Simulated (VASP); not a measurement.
Au, 1 atom in the cell. Symmetry: Fm-3m, No. 225, cubic system. The conventional cell has a = 4.185 Å, b = 4.185 Å, c = 4.185 Å, α = 90.00°, β = 90.00°, γ = 90.00°. Within 3.9 Å of Au (site symmetry m-3m) lie 12 Au at 2.96 Å. 

| Property | Result |
| --- | --- |
| Program | VASP 6.6.1 |
| Task | single point |
| Functional | PBE |
| Potentials or basis | VASP PAW PBE potentials, release 64 (Au) |
| Cutoff | 520 eV |
| k mesh | 23 × 23 × 23 |
| Occupations | fermi-dirac, width 0.0612256 eV |
| Spin | no spin polarisation |
| Dipole correction | no |
| Further INCAR settings | ALGO = Normal; EDIFF = 1e-06; NBANDS = 12 |

Potentials or basis: VASP PAW PBE potentials, release 64 (Au).

The run is started by

```bash
$ cat potpaw_PBE.64/Au/POTCAR > POTCAR
$ mpirun -np 1 vasp_std > vasp.out
```

Hardware: 1 thread of Intel Xeon 8259CL, on a shared host.

Task: Estimate the wall time of this run.

Result: It took 45 s on 1 thread of Intel Xeon 8259CL, with other jobs on the host, peak memory 0.21 GiB. Counts: scf iterations 11, k points 364.
